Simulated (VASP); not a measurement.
# HC16 (a cell with a defect) in VASP: relaxation of the atoms with PBE

Aim: the relaxation of the atoms of HC16 (a cell with a defect) with PBE.

All numbers are computed with VASP 6.6.1; they aren't measurements. Logs are shortened: lines on timing, memory, paths and dates and some standing lists are left out, and cuts for length are marked.

### Step 1. The cell of the first run

The cell holds a defect, 17 atoms: a = 5.049 Å, b = 5.049 Å, c = 5.049 Å, α = 60.00°, β = 60.00°, γ = 60.00°.

### Step 2. Relaxation of the atoms, PBE

The input, INCAR:

```
SYSTEM = HC16
ALGO     = Normal         ! electronic algorithm
EDIFF    = 1E-6           ! SCF threshold, eV
EDIFFG   = -0.03          ! ionic threshold
ENCUT    = 520            ! plane-wave cutoff, eV
GGA      = PE             ! functional
IBRION   = 2              ! ionic algorithm
ISIF     = 2              ! what is computed and relaxed
ISMEAR   = 0              ! smearing method
LASPH    = .True.         ! aspherical terms in the spheres
LCHARG   = .False.        ! write CHGCAR
LREAL    = Auto         
LWAVE    = .False.        ! write WAVECAR
NELECT   = 64.0         
NELM     = 100            ! most SCF steps
NSW      = 80             ! ionic steps
PREC     = Accurate       ! precision mode
SIGMA    = 0.05           ! smearing width, eV
```

The input, KPOINTS:

```
k-points
0
Gamma
  3 3 3
  0 0 0
```

The input, POSCAR:

```
HC16
1.0
    0.0000000000      3.5700000000      3.5700000000
    3.5700000000      0.0000000000      3.5700000000
    3.5700000000      3.5700000000      0.0000000000
C H
16 1
Direct
    0.0000000000      0.0000000000      0.0000000000
    0.1250000000      0.1250000000      0.1250000000
    0.0000000000      0.0000000000      0.5000000000
    0.1250000000      0.1250000000      0.6250000000
    0.0000000000      0.5000000000      0.0000000000
    0.1250000000      0.6250000000      0.1250000000
    0.0000000000      0.5000000000      0.5000000000
    0.1250000000      0.6250000000      0.6250000000
    0.5000000000      0.0000000000      0.0000000000
    0.6250000000      0.1250000000      0.1250000000
    0.5000000000      0.0000000000      0.5000000000
    0.6250000000      0.1250000000      0.6250000000
    0.5000000000      0.5000000000      0.0000000000
    0.6250000000      0.6250000000      0.1250000000
    0.5000000000      0.5000000000      0.5000000000
    0.6250000000      0.6250000000      0.6250000000
    0.2420130000      0.7548354000      0.2366122000
```

Potentials or basis: VASP PAW PBE potentials, release 64 (C, H).

Launch:

```bash
> cat potpaw_PBE.64/C/POTCAR potpaw_PBE.64/H/POTCAR > POTCAR
> mpirun -np 1 vasp_std > vasp.out
```

OUTCAR:

```text
SYSTEM = HC16
   EDIFF = 1E-6
   EDIFFG = -0.03
   ENCUT = 520
   GGA = PE
   IBRION = 2
   ISIF = 2
   ISMEAR = 0
   LASPH = .True.
   LREAL = Auto
   NELECT = 64.0
   NELM = 100
   NSW = 80
   PREC = Accurate

 ion  position               nearest neighbor table
   1  0.000  0.000  0.000-   2 1.55   4 1.55   6 1.55  10 1.55
   2  0.125  0.125  0.125-   1 1.55   3 1.55   5 1.55   9 1.55
   3  0.000  0.000  0.500-   2 1.55   4 1.55   8 1.55  12 1.55
   4  0.125  0.125  0.625-   1 1.55   3 1.55   7 1.55  11 1.55
   5  0.000  0.500  0.000-   2 1.55   6 1.55   8 1.55  14 1.55
   6  0.125  0.625  0.125-  17 1.48   5 1.55   7 1.55  13 1.55   1 1.55
   7  0.000  0.500  0.500-   4 1.55   6 1.55   8 1.55  16 1.55
   8  0.125  0.625  0.625-   3 1.55   5 1.55   7 1.55  15 1.55
   9  0.500  0.000  0.000-   2 1.55  10 1.55  12 1.55  14 1.55
  10  0.625  0.125  0.125-   1 1.55   9 1.55  11 1.55  13 1.55
  11  0.500  0.000  0.500-   4 1.55  10 1.55  12 1.55  16 1.55
  12  0.625  0.125  0.625-   3 1.55   9 1.55  11 1.55  15 1.55
  13  0.500  0.500  0.000-   6 1.55  10 1.55  14 1.55  16 1.55
  14  0.625  0.625  0.125-   5 1.55   9 1.55  13 1.55  15 1.55
  15  0.500  0.500  0.500-   8 1.55  12 1.55  14 1.55  16 1.55
  16  0.625  0.625  0.625-   7 1.55  11 1.55  13 1.55  15 1.55
  17  0.242  0.755  0.237-   6 1.48

  LATTYP: Found a face centered cubic cell.
 ALAT       =     7.1400000000

  Lattice vectors:

 A1 = (   0.0000000000,   3.5700000000,   3.5700000000)
 A2 = (   3.5700000000,   0.0000000000,   3.5700000000)
 A3 = (   3.5700000000,   3.5700000000,   0.0000000000)

Analysis of symmetry for initial positions (statically):
=====================================================================
 Subroutine PRICEL returns:
 Original cell was already a primitive cell.

 Routine SETGRP: Setting up the symmetry group for a
 face centered cubic supercell.

 Subroutine GETGRP returns: Found  1 space group operations
 (whereof  1 operations were pure point group operations)
 out of a pool of 48 trial point group operations.

The static configuration has the point symmetry C_1 .

Analysis of symmetry for dynamics (positions and initial velocities):
=====================================================================
 Subroutine PRICEL returns:
 Original cell was already a primitive cell.

 Routine SETGRP: Setting up the symmetry group for a
 face centered cubic supercell.

 Subroutine GETGRP returns: Found  1 space group operations
 (whereof  1 operations were pure point group operations)
 out of a pool of 48 trial point group operations.

The dynamic configuration has the point symmetry C_1 .

 Subroutine INISYM returns: Found  1 space group operations
 (whereof  1 operations are pure point group operations),
 and found     1 'primitive' translations

----------------------------------------------------------------------------------------

                                     Primitive cell

  volume of cell :      90.9986

  direct lattice vectors                    reciprocal lattice vectors
     0.000000000  3.570000000  3.570000000    -0.140056022  0.140056022  0.140056022
     3.570000000  0.000000000  3.570000000     0.140056022 -0.140056022  0.140056022
     3.570000000  3.570000000  0.000000000     0.140056022  0.140056022 -0.140056022

  length of vectors
     5.048742418  5.048742418  5.048742418     0.242584147  0.242584147  0.242584147

  position of ions in fractional coordinates (direct lattice)
     0.000000000  0.000000000  0.000000000
     0.125000000  0.125000000  0.125000000
     0.000000000  0.000000000  0.500000000
     0.125000000  0.125000000  0.625000000
     0.000000000  0.500000000  0.000000000
     0.125000000  0.625000000  0.125000000
[... 9 lines left out ...]
     0.625000000  0.625000000  0.625000000
     0.242013000  0.754835400  0.236612200

  ion indices of the primitive-cell ions
   primitive index   ion index
                 1           1
                 2           2
                 3           3
                 4           4
                 5           5
                 6           6
[... 9 lines left out ...]
                16          16
                17          17

----------------------------------------------------------------------------------------

 KPOINTS: k-points

Automatic generation of k-mesh.
 Grid dimensions read from file:
 generate k-points for:    3    3    3

 Generating k-lattice:

  Cartesian coordinates                     Fractional coordinates (reciprocal lattice)
    -0.046685341  0.046685341  0.046685341     0.333333333  0.000000000  0.000000000
     0.046685341 -0.046685341  0.046685341     0.000000000  0.333333333  0.000000000
     0.046685341  0.046685341 -0.046685341     0.000000000  0.000000000  0.333333333

  Length of vectors
     0.080861382  0.080861382  0.080861382

  Shift w.r.t. Gamma in fractional coordinates (k-lattice)
     0.000000000  0.000000000  0.000000000

 Subroutine IBZKPT returns following result:
 ===========================================

 Found     14 irreducible k-points:

 Following reciprocal coordinates:
            Coordinates               Weight
  0.000000  0.000000  0.000000      1.000000
  0.333333  0.000000  0.000000      2.000000
  0.000000  0.333333  0.000000      2.000000
  0.000000  0.000000  0.333333      2.000000
  0.333333  0.333333  0.333333      2.000000
  0.333333  0.333333  0.000000      2.000000
  0.000000  0.333333  0.333333      2.000000
  0.333333  0.000000  0.333333      2.000000
 -0.333333  0.333333  0.000000      2.000000
  0.000000 -0.333333  0.333333      2.000000
  0.333333  0.000000 -0.333333      2.000000
  0.333333  0.333333 -0.333333      2.000000
 -0.333333  0.333333 -0.333333      2.000000
  0.333333 -0.333333 -0.333333      2.000000
   k-points           NKPTS =     14   k-points in BZ     NKDIM =     14   number of bands    NBANDS=     41
   number of dos      NEDOS =    301   number of ions     NIONS =     17
   total plane-waves  NPLWV =  64000
   dimension x,y,z NGX =    40 NGY =   40 NGZ =   40
   dimension x,y,z NGXF=    80 NGYF=   80 NGZF=   80
   ions per type =              16   1
   NGX,Y,Z   is equivalent  to a cutoff of  13.17, 13.17, 13.17 a.u.
   NGXF,Y,Z  is equivalent  to a cutoff of  26.34, 26.34, 26.34 a.u.
 SYSTEM =  HC16
   PREC   = accura    normal or accurate (medium, high low for compatibility)
   ISTART =      0    job   : 0-new  1-cont  2-samecut
   ICHARG =      2    charge: 1-file 2-atom 10-const
   ISPIN  =      1    spin polarized calculation?
   LNONCOLLINEAR =      F non collinear calculations
   LSORBIT =      F    spin-orbit coupling
   LASPH  =      T    aspherical Exc in radial PAW
   ENCUT  =  520.0 eV  38.22 Ry    6.18 a.u.   9.39  9.39  9.39*2*pi/ulx,y,z
   NELM   =    100;   NELMIN=  2; NELMDL= -5     # of ELM steps
   EDIFF  = 0.1E-05   stopping-criterion for ELM
   LREAL  =      T    real-space projection
   EDIFFG = -.3E-01   stopping-criterion for IOM
   NSW    =     80    number of steps for IOM
   IBRION =      2    ionic relax: 0-MD 1-quasi-New 2-CG
   NFREE  =      1    steps in history (QN), initial steepest desc. (CG)
   ISIF   =      2    stress and relaxation
   ISYM   =      2    0-nonsym 1-usesym 2-fastsym
   POTIM  = 0.5000    time-step for ionic-motion
   TEBEG  =    0.0;   TEEND  =   0.0 temperature during run
   PSTRESS=    0.0 pullay stress
   NELECT =      64.0000    total number of electrons
   NUPDOWN=      -1.0000    fix difference up-down
   EMIN   =  10.00;   EMAX   =-10.00  energy-range for DOS
   EFERMI =   0.00;   METHOD = LEGACY
   ISMEAR =     0;   SIGMA  =   0.05  broadening in eV -4-tet -1-fermi 0-gaus
   EFERMI_NEDOS =   21; number of points for ismear=-14 and -15
   IALGO  =     38    algorithm
   IMIX   =      4    mixing-type and parameters
     AMIX     =   0.40;   BMIX     =  1.00
     AMIX_MAG =   1.60;   BMIX_MAG =  1.00
  volume/ion in A,a.u.               =       5.35        36.12
  Fermi-wavevector in a.u.,A,eV,Ry     =   1.455872  2.751200 28.838420  2.119564
  Thomas-Fermi vector in A             =   2.572856
   LORBIT       =      0    0 simple, 1 ext, 2 COOP (PROOUT), +10 PAW based schemes
   GGA     = PE    functional components
   LHFCALC =     F    Hartree Fock is set to
   AEXX    =    0.0000 exact exchange contribution
   IVDW    =     0    specifies the selected vdW correction
   LEPSILON=     F    determine dielectric tensor
   LRPA    =     F    only Hartree local field effects (RPA)
 conjugate gradient relaxation of ions
 non-spin polarized calculation
 Gauss-broadening in eV      SIGMA  =   0.05
  energy-cutoff  :      520.00
  volume of cell :       91.00
 maximum number of plane-waves:      2453
 NGX is ok and might be reduce to    40
   NGX = 19   NGY = 19   NGZ = 19

--------------------------------------- Ionic step        1  -------------------------------------------

 number of electron      63.9999994 magnetization

 Free energy of the ion-electron system (eV)
  ---------------------------------------------------
  ext. energy  EPLUGINS =         0.00000000
  ---------------------------------------------------
  free energy    TOTEN  =      -154.31431533 eV

  energy without entropy =     -154.31210558  energy(sigma->0) =     -154.31321045

------------------------ aborting loop because EDIFF is reached ----------------------------------------

  FORCE on cell =-STRESS in cart. coord.  units (eV):
  Direction    XX          YY          ZZ          XY          YZ          ZX
  --------------------------------------------------------------------------------------
  -------------------------------------------------------------------------------------
  Total       -7.8094200     -7.9375989     -7.7898871     -0.0193905      0.0278945      0.1056122
  in kB     -137.4974729   -139.7542701   -137.1535661     -0.3414004      0.4911284      1.8594732
  external PRESSURE =    -138.1351030 kB  Pullay stress =       0.0000000 kB
[... 134 lines left out ...]
  FREE ENERGIE OF THE ION-ELECTRON SYSTEM (eV)
  ---------------------------------------------------
  free  energy   TOTEN  =      -154.4240263005 eV

  energy  without entropy=     -154.4235601476  energy(sigma->0) =     -154.42379322

 E-fermi :   9.9862     XC(G=0): -13.2676

 val. band max:        9.8724236422   @ k =   0.0000   0.0000   0.0000
 cond. band min:      10.0996879325   @ k =   0.0000   0.0000   0.0000
 fundamental gap:      0.2272642904
 Fermi energy:         9.9861697726

 k-point     1 :       0.0000    0.0000    0.0000
  band No.  band energies     occupation
      1     -11.8700      2.00000
      2      -6.1941      2.00000
      3      -5.9072      2.00000
      4      -5.8784      2.00000
      5      -5.8620      2.00000
      6      -5.0265      2.00000
[... 605 lines left out ...]
     40      18.4005      0.00000
     41      18.6115      0.00000

[... ionic steps 4 to 62 ...]

--------------------------------------- Ionic step       63  -------------------------------------------

 number of electron      64.0000000 magnetization

------------------------ aborting loop because EDIFF is reached ----------------------------------------
[... 97 lines left out ...]
--------------------------------------- Ionic step       65  -------------------------------------------

 number of electron      64.0000000 magnetization

 Free energy of the ion-electron system (eV)
  ---------------------------------------------------
  ext. energy  EPLUGINS =         0.00000000
  ---------------------------------------------------
  free energy    TOTEN  =      -155.22753973 eV

  energy without entropy =     -155.22753973  energy(sigma->0) =     -155.22753973

 E-fermi :  10.1646     XC(G=0): -13.2425

 val. band max:        9.8917152139   @ k =   0.0000   0.0000   0.0000
 cond. band min:      12.5514798316   @ k =   0.0000   0.0000   0.0000
 fundamental gap:      2.6597646177
 Fermi energy:        10.1645944868

 k-point     1 :       0.0000    0.0000    0.0000
  band No.  band energies     occupation
      1     -11.9896      2.00000
      2      -6.9404      2.00000
      3      -6.0106      2.00000
      4      -5.9339      2.00000
      5      -5.8817      2.00000
      6      -4.7883      2.00000
[... 649 lines left out ...]
  FREE ENERGIE OF THE ION-ELECTRON SYSTEM (eV)
  ---------------------------------------------------
  free  energy   TOTEN  =      -155.2275397289 eV

  energy  without entropy=     -155.2275397289  energy(sigma->0) =     -155.22753973

 reached required accuracy - stopping structural energy minimisation
```

It took 42 min on 1 thread of Intel Xeon Platinum 8259CL at 2.50GHz (Skylake/Cascade Lake), shared host; peak memory 0.25 GiB.

Results:

```
Free energy                  : -155.2275 eV
Energy gained by relaxing    : 53.7 meV/atom
Ionic steps                  : 65
Largest force after relaxing : 0.021 eV/Å
```

Forces on the atoms (eV/Å):
```
C    0.005  0.001  0.002
C    0.005 -0.010  0.003
C   -0.002 -0.001  0.003
C    0.005  0.002  0.005
C   -0.002 -0.021  0.002
C   -0.005  0.003 -0.008
C   -0.005 -0.003  0.006
C   -0.002 -0.003  0.009
C   -0.003  0.005 -0.009
C   -0.007  0.006  0.003
C    0.003  0.007  0.002
C    0.003  0.008 -0.008
C   -0.002  0.000 -0.002
C    0.003  0.004  0.001
C    0.000  0.002 -0.004
C    0.002  0.009  0.000
H   -0.001 -0.010 -0.007
```

The path:
```
step  energy change (eV)  largest force (eV/Å)  pressure (GPa)
   1              0.0000                1.3669          -13.81
   3             -0.1097                0.5178          -14.45
   5             -0.1218                0.6561          -14.31
   7             -0.1516                0.8726          -14.28
   9             -0.3526                1.3209          -13.48
  11             -0.4723                1.8689          -12.23
  13             -0.4845                1.9947          -11.79
  15             -0.5119                2.4319          -11.21
  17             -0.5155                2.7258          -10.92
  19             -0.5943                2.4421          -10.93
  21             -0.8006                1.3182          -10.42
  23             -0.8367                0.9568          -10.08
  25             -0.8859                0.4086           -9.86
  27             -0.8968                0.2206           -9.80
  29             -0.9013                0.1157           -9.85
  31             -0.9027                0.0834           -9.87
  33             -0.9032                0.0551           -9.90
  35             -0.9034                0.0559           -9.92
  37             -0.9040                0.0640          -10.01
  39             -0.9041                0.0912          -10.08
  41             -0.9045                0.0701          -10.12
  43             -0.9051                0.0767          -10.31
  45             -0.9054                0.0715          -10.29
  47             -0.9058                0.1525          -10.53
  49             -0.9066                0.1115          -10.47
  51             -0.9077                0.1173          -10.59
  53             -0.9087                0.0891          -10.64
  55             -0.9093                0.1653          -10.67
  57             -0.9102                0.0949          -10.64
  59             -0.9115                0.1185          -10.59
  61             -0.9125                0.0584          -10.48
  63             -0.9131                0.0341          -10.38
  65             -0.9132                0.0211          -10.34
```

Final structure:
```
CELL_PARAMETERS angstrom
0.00000 3.57000 3.57000
3.57000 0.00000 3.57000
3.57000 3.57000 0.00000
ATOMIC_POSITIONS crystal
C 0.98974 0.02596 0.99847
C 0.12520 0.13363 0.13504
C 0.99939 0.99933 0.50935
C 0.12634 0.12316 0.63245
C 0.00033 0.50331 0.00439
C 0.13249 0.59216 0.14701
C 0.00012 0.49493 0.51313
C 0.12803 0.62466 0.63103
C 0.50314 0.99756 0.00881
C 0.62609 0.11484 0.14113
C 0.50183 0.99354 0.51445
C 0.62624 0.12226 0.63522
C 0.51201 0.48453 0.01038
C 0.62775 0.62074 0.13641
C 0.50191 0.49616 0.50999
C 0.62624 0.61890 0.63606
H 0.21515 0.80916 0.07329
```

Levels at points of the mesh, in eV from the Fermi level:
```csv
k point,band 29,band 30,band 31,band 32,band 33,band 34,band 35,band 36
"(0.00, 0.00, 0.00)",-2.89,-0.56,-0.42,-0.27,2.39,3.02,4.02,4.23
```

Caveat: the k points lie up to 0.51 Å⁻¹ apart; the cell carries a net charge on a neutralising background, which shifts energy and pressure; the cell is charged against a uniform background, so pressure and absolute levels hang on convention.
